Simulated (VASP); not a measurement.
Here is a VASP 6.6.1 calculation.

File INCAR:

```
ALGO = Normal
EDIFF = 1E-6
EDIFFG = -0.04
ENCUT = 600
GGA = PE
IBRION = 2
ISIF = 3
ISMEAR = 0
LASPH = True
LCHARG = False
LREAL = False
LWAVE = False
NELM = 60
NSW = 90
PREC = Accurate
SIGMA = 0.1
```

The input KPOINTS:

```
k-points
0
Gamma
  6 6 4
```

Contents of POSCAR:

```
Zn2C3
1.0
    3.3294046195      0.0000000000      0.0000000000
   -1.6647023097      2.8833489800      0.0000000000
    0.0000000000      0.0000000000      5.1800127709
Zn C
2 3
Direct
    0.3333333333      0.6666666667      0.2450000000
    0.6666666667      0.3333333333      0.7550000000
    0.0000000000      0.0000000000      0.0000000000
    0.3333333333      0.6666666667      0.6450000000
    0.6666666667      0.3333333333      0.3550000000
```

Potentials or basis: VASP PAW PBE potentials, release 64 (Zn, C).

Command:

```sh
$ cat potpaw_PBE.64/Zn/POTCAR potpaw_PBE.64/C/POTCAR > POTCAR
$ mpirun -np 1 vasp_std > vasp.out
```

Task: Predict the relaxed cell.

Result: a = 2.686 Å, b = 2.686 Å, c = 7.507 Å, α = 90.00°, β = 90.00°, γ = 120.00°.

Task: What does it give for the band gap on the k mesh?

Result: Zero (band 18 reaches 8.07 eV, above the bottom of band 19 at 3.53 eV).

Task: Estimate the relaxed volume.

Result: 9.38 Å³/atom.

Final structure:
```
Zn C
1.0
     2.68574    0.00000    0.00000
    -1.34287    2.32592    0.00000
     0.00000    0.00000    7.50734
Zn C
2 3
Direct
  0.33333 0.66667 0.19715
  0.66667 0.33333 0.80285
  0.00000 0.00000 0.00000
  0.33333 0.66667 0.47672
  0.66667 0.33333 0.52328
```

Caveat: the k points lie up to 0.45 Å⁻¹ apart in the final cell.
